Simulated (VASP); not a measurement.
# Cr (P6/mmm) in VASP: further runs, part 2 of 2

VASP 6.6.1.

## 3. Single point, PBE, collinear spin, ferromagnetic start

This run uses another cell than the first one: it holds 1 atom, not 3.

INCAR

```
SYSTEM = Cr
PREC = Accurate
ENCUT = 520
EDIFF = 1E-7
ISMEAR = -1
SIGMA = 0.1
LREAL = .False.
LASPH = .True.
NELM = 150
ALGO = Normal
ISIF = 2
LWAVE = .False.
LCHARG = .True.
ISPIN = 2
MAGMOM = 2
LORBIT = 11
LMAXMIX = 4
GGA = PE
LELF = .True.
LVHAR = .True.
NBANDS = 16
```

KPOINTS

```
Automatic mesh
0
Gamma
  21 21 20
  0 0 0
```

POSCAR

```
Cr
1.0
    2.0547616749      0.0000000000      0.0000000000
   -1.0273808374      1.7794758092      0.0000000000
    0.0000000000      0.0000000000      1.8434977144
Cr
1
Direct
    0.0000000000      0.0000000000      0.0000000000
```

Potentials or basis: VASP PAW PBE potentials, release 64 (Cr_pv).

Run with:

```
$ cat potpaw_PBE.64/Cr_pv/POTCAR > POTCAR
$ mpirun -np 1 vasp_std > vasp.out
```

OUTCAR:

```text
SYSTEM = Cr
   PREC = Accurate
   ENCUT = 520
   EDIFF = 1E-7
   ISMEAR = -1
   LREAL = .False.
   LASPH = .True.
   NELM = 150
   ISIF = 2
   ISPIN = 2
   LORBIT = 11
   GGA = PE

 ion  position               nearest neighbor table
   1  0.000  0.000  0.000-

  LATTYP: Found a hexagonal cell.
 ALAT       =     2.0547616749
 C/A-ratio  =     0.8971832290

  Lattice vectors:

 A1 = (   2.0547616749,   0.0000000000,   0.0000000000)
 A2 = (  -1.0273808374,   1.7794758092,   0.0000000000)
 A3 = (   0.0000000000,   0.0000000000,   1.8434977144)

Analysis of symmetry for initial positions (statically):
=====================================================================
 Subroutine PRICEL returns:
 Original cell was already a primitive cell.

 Routine SETGRP: Setting up the symmetry group for a
 hexagonal supercell.

 Subroutine GETGRP returns: Found 24 space group operations
 (whereof 24 operations were pure point group operations)
 out of a pool of 24 trial point group operations.

The static configuration has the point symmetry D_6h.

Analysis of symmetry for dynamics (positions and initial velocities):
=====================================================================
 Subroutine PRICEL returns:
 Original cell was already a primitive cell.

 Routine SETGRP: Setting up the symmetry group for a
 hexagonal supercell.

 Subroutine GETGRP returns: Found 24 space group operations
 (whereof 24 operations were pure point group operations)
 out of a pool of 24 trial point group operations.

The dynamic configuration has the point symmetry D_6h.

Analysis of structural, dynamic, and magnetic symmetry:
=====================================================================
 Subroutine PRICEL returns:
 Original cell was already a primitive cell.

 Routine SETGRP: Setting up the symmetry group for a
 hexagonal supercell.

 Subroutine GETGRP returns: Found 24 space group operations
 (whereof 24 operations were pure point group operations)
 out of a pool of 24 trial point group operations.

The overall configuration has the point symmetry D_6h.

 Subroutine INISYM returns: Found 24 space group operations
 (whereof 24 operations are pure point group operations),
 and found     1 'primitive' translations

----------------------------------------------------------------------------------------

                                     Primitive cell

  volume of cell :       6.7406

  direct lattice vectors                    reciprocal lattice vectors
     2.054761675  0.000000000  0.000000000     0.486674446  0.280981622  0.000000000
    -1.027380837  1.779475809  0.000000000     0.000000000  0.561963245  0.000000000
     0.000000000  0.000000000  1.843497714     0.000000000  0.000000000  0.542447106

  length of vectors
     2.054761675  2.054761675  1.843497714     0.561963245  0.561963245  0.542447106

  position of ions in fractional coordinates (direct lattice)
     0.000000000  0.000000000  0.000000000

  ion indices of the primitive-cell ions
   primitive index   ion index
                 1           1

[... 55 lines left out ...]
   total plane-waves  NPLWV =   3584
   dimension x,y,z NGX =    16 NGY =   16 NGZ =   14
   dimension x,y,z NGXF=    32 NGYF=   32 NGZF=   28
   ions per type =               1
   NGX,Y,Z   is equivalent  to a cutoff of  12.95, 12.95, 12.63 a.u.
   NGXF,Y,Z  is equivalent  to a cutoff of  25.89, 25.89, 25.25 a.u.
 SYSTEM =  Cr
   PREC   = accura    normal or accurate (medium, high low for compatibility)
   ISTART =      0    job   : 0-new  1-cont  2-samecut
   ICHARG =      2    charge: 1-file 2-atom 10-const
   ISPIN  =      2    spin polarized calculation?
   LNONCOLLINEAR =      F non collinear calculations
   LSORBIT =      F    spin-orbit coupling
   LASPH  =      T    aspherical Exc in radial PAW
   ENCUT  =  520.0 eV  38.22 Ry    6.18 a.u.   3.82  3.82  3.43*2*pi/ulx,y,z
   NELM   =    150;   NELMIN=  2; NELMDL= -5     # of ELM steps
   EDIFF  = 0.1E-06   stopping-criterion for ELM
   LREAL  =      F    real-space projection
   EDIFFG = 0.1E-05   stopping-criterion for IOM
   NSW    =      0    number of steps for IOM
   IBRION =     -1    ionic relax: 0-MD 1-quasi-New 2-CG
   NFREE  =      0    steps in history (QN), initial steepest desc. (CG)
   ISIF   =      2    stress and relaxation
   ISYM   =      2    0-nonsym 1-usesym 2-fastsym
   POTIM  = 0.5000    time-step for ionic-motion
   TEBEG  =    0.0;   TEEND  =   0.0 temperature during run
   PSTRESS=    0.0 pullay stress
   NELECT =      12.0000    total number of electrons
   NUPDOWN=      -1.0000    fix difference up-down
   EMIN   =  10.00;   EMAX   =-10.00  energy-range for DOS
   EFERMI =   0.00;   METHOD = LEGACY
   ISMEAR =    -1;   SIGMA  =   0.10  broadening in eV -4-tet -1-fermi 0-gaus
   EFERMI_NEDOS =   21; number of points for ismear=-14 and -15
   IALGO  =     38    algorithm
   IMIX   =      4    mixing-type and parameters
     AMIX     =   0.40;   BMIX     =  1.00
     AMIX_MAG =   1.60;   BMIX_MAG =  1.00
  volume/ion in A,a.u.               =       6.74        45.49
  Fermi-wavevector in a.u.,A,eV,Ry     =   1.984129  3.749460 53.562969  3.936767
  Thomas-Fermi vector in A             =   3.003577
   LORBIT       =     11    0 simple, 1 ext, 2 COOP (PROOUT), +10 PAW based schemes
   GGA     = PE    functional components
   LHFCALC =     F    Hartree Fock is set to
   AEXX    =    0.0000 exact exchange contribution
   IVDW    =     0    specifies the selected vdW correction
   LEPSILON=     F    determine dielectric tensor
   LRPA    =     F    only Hartree local field effects (RPA)
 spin polarized calculation
  energy-cutoff  :      520.00
  volume of cell :        6.74
 maximum number of plane-waves:       196
 NGX is ok and might be reduce to    16

 number of electron      12.0000008 magnetization      -0.0000078

 number of electron      12.0000008 magnetization       0.0000047

 Free energy of the ion-electron system (eV)
  ---------------------------------------------------
  ext. energy  EPLUGINS =         0.00000000
  ---------------------------------------------------
  free energy    TOTEN  =        -4.25119691 eV

  energy without entropy =       -4.22896395  energy(sigma->0) =       -4.24008043

 E-fermi :  20.6074     XC(G=0): -17.0043

 val. band max:       20.6066207092   @ k =   0.0952   0.0476   0.5000
 cond. band min:      20.6080511961   @ k =   0.1429  -0.0000   0.2500
 fundamental gap:      0.0014304870
 Fermi energy:        20.6073632528

 spin component 1

 k-point     1 :       0.0000    0.0000    0.0000
  band No.  band energies     occupation
      1     -20.8920      1.00000
      2     -20.8920      1.00000
      3     -19.9882      1.00000
      4      12.0399      1.00000
      5      13.9419      1.00000
      6      18.7929      1.00000
[... 435 lines left out ...]
      5      15.0981      1.00000
      6      17.1197      1.00000
[... 8 lines left out ...]
     15      59.2885      0.00000
     16      69.7506      0.00000

 [... further k-points ...]

 spin component 2

 k-point     1 :       0.0000    0.0000    0.0000
  band No.  band energies     occupation
      1     -20.8920      1.00000
      2     -20.8920      1.00000
      3     -19.9882      1.00000
      4      12.0399      1.00000
      5      13.9419      1.00000
      6      18.7929      1.00000
[... 435 lines left out ...]
      5      15.0981      1.00000
      6      17.1197      1.00000
[... 8 lines left out ...]
     15      59.2885      0.00000
     16      69.7506      0.00000

 [... further k-points ...]

------------------------ aborting loop because EDIFF is reached ----------------------------------------

  FORCE on cell =-STRESS in cart. coord.  units (eV):
  Direction    XX          YY          ZZ          XY          YZ          ZX
  --------------------------------------------------------------------------------------
  -------------------------------------------------------------------------------------
  Total       18.0219015     18.0219015     19.7509157      0.0000000      0.0000000      0.0000000
  in kB     4283.6605219   4283.6605220   4694.6332465      0.0000001      0.0000000      0.0000000
  external PRESSURE =    4420.6514301 kB  Pullay stress =       0.0000000 kB

 VOLUME and BASIS-vectors are now :
 -----------------------------------------------------------------------------
  energy-cutoff  :      520.00
  volume of cell :        6.74
      direct lattice vectors                 reciprocal lattice vectors
     2.054761675  0.000000000  0.000000000     0.486674446  0.280981622  0.000000000
    -1.027380837  1.779475809  0.000000000     0.000000000  0.561963245  0.000000000
     0.000000000  0.000000000  1.843497714     0.000000000  0.000000000  0.542447106

 POSITION                                       TOTAL-FORCE (eV/Angst)
 -----------------------------------------------------------------------------------
      0.00000      0.00000      0.00000        -0.000000      0.000000      0.000000
 -----------------------------------------------------------------------------------
    total drift:                               -0.000000     -0.000000     -0.000000

  FREE ENERGIE OF THE ION-ELECTRON SYSTEM (eV)
  ---------------------------------------------------
  free  energy   TOTEN  =        -4.2511969053 eV

  energy  without entropy=       -4.2289639496  energy(sigma->0) =       -4.24008043

 total charge

# of ion       s       p       d       tot
------------------------------------------
    1        0.620   6.728   5.639  12.987

 magnetization (x)

# of ion       s       p       d       tot
------------------------------------------
    1        0.000  -0.000  -0.000  -0.000
```

stdout:

```text
POSCAR found type information on POSCAR Cr
 POSCAR found :  1 types and       1 ions
 scaLAPACK will be used
 LDA part: xc-table for (Slater+PW92), standard interpolation
 POSCAR, INCAR and KPOINTS ok, starting setup
 FFT: planning ... GRIDC
 FFT: planning ... GRID_SOFT
 FFT: planning ... GRID
 WAVECAR not read
 entering main loop
```

It took 2.2 min on 1 thread of Intel Xeon 8259CL, shared host; peak memory 0.2 GiB.

Results:

```yaml
Free_energy: -4.2512 eV
Pressure: 442.1 GPa
Band_gap_on_the_k_mesh: zero (filled and empty bands overlap)
Net_moment: 0.00 μB per cell
```

Levels at points of the mesh, in eV from the Fermi level:
Spin up:
| k point | band 2 | band 3 | band 4 | band 5 | band 6 | band 7 | band 8 | band 9 | band 10 | band 11 |
| --- | --- | --- | --- | --- | --- | --- | --- | --- | --- | --- |
| (0.00, 0.00, 0.00) | -41.50 | -40.60 | -8.57 | -6.67 | -1.81 | -1.81 | 5.76 | 5.76 | 8.27 | 22.02 |
| (0.00, 0.00, 0.50) | -40.81 | -40.81 | -3.37 | -0.17 | -0.17 | 0.35 | 0.35 | 1.25 | 8.12 | 18.00 |
Spin down:
| k point | band 4 | band 5 | band 6 | band 7 | band 8 | band 9 |
| --- | --- | --- | --- | --- | --- | --- |
| (0.00, 0.00, 0.00) | -8.57 | -6.67 | -1.81 | -1.81 | 5.76 | 5.76 |
| (0.00, 0.00, 0.50) | -3.37 | -0.17 | -0.17 | 0.35 | 0.35 | 1.25 |

Caveat: atoms lie so close that the PAW spheres overlap strongly, which falsifies energies and pressures; the cell stands under pressure.

## 4. Single point, PBE, collinear spin, ferromagnetic start

This run uses another cell than the first one: it holds 1 atom, not 3.

INCAR

```
PREC = Accurate
ENCUT = 520
EDIFF = 1E-6
ISMEAR = -1
SIGMA = 0.1
LREAL = F
LASPH = T
NELM = 150
ALGO = Normal
ISIF = 2
LWAVE = F
LCHARG = T
ISPIN = 2
MAGMOM = 2
LORBIT = 11
LMAXMIX = 4
GGA = PE
LELF = T
LVHAR = T
NBANDS = 16
```

KPOINTS

```
Automatic mesh
0
Gamma
  21 21 20
```

POSCAR

```
Cr
1.0
    2.0554021335      0.0000000000      0.0000000000
   -1.0277010667      1.7800304626      0.0000000000
    0.0000000000      0.0000000000      1.8462415635
Cr
1
Direct
    0.0000000000      0.0000000000      0.0000000000
```

Run with:

```
$ cat potpaw_PBE.64/Cr_pv/POTCAR > POTCAR
$ mpirun -np 1 vasp_std > vasp.out
```

Run time: 1.9 min. Hardware: 1 thread of Intel Xeon 8259CL, shared host; peak memory 0.2 GiB.

It converged, with:

```
Free energy            : -4.2917 eV
Pressure               : 438.3 GPa
Band gap on the k mesh : zero (filled and empty bands overlap)
Net moment             : 0.00 μB per cell
```

Stress tensor (GPa, compression positive):
```
425.68   0.00   0.00
  0.00 425.68   0.00
  0.00   0.00 463.65
```

Levels at points of the mesh, in eV from the Fermi level:
Spin up:
```tsv
k point	band 4	band 5	band 6	band 7	band 8	band 9
(0.00, 0.00, 0.00)	-8.57	-6.66	-1.81	-1.81	5.74	5.74
(0.00, 0.00, 0.50)	-3.38	-0.18	-0.18	0.37	0.37	1.22
```
Spin down:
```
           k point  band 4  band 5  band 6  band 7  band 8  band 9
(0.00, 0.00, 0.00)   -8.57   -6.66   -1.81   -1.81    5.74    5.74
(0.00, 0.00, 0.50)   -3.38   -0.18   -0.18    0.37    0.37    1.22
```

Caveat: atoms lie so close that the PAW spheres overlap strongly, which falsifies energies and pressures; the cell stands under pressure.
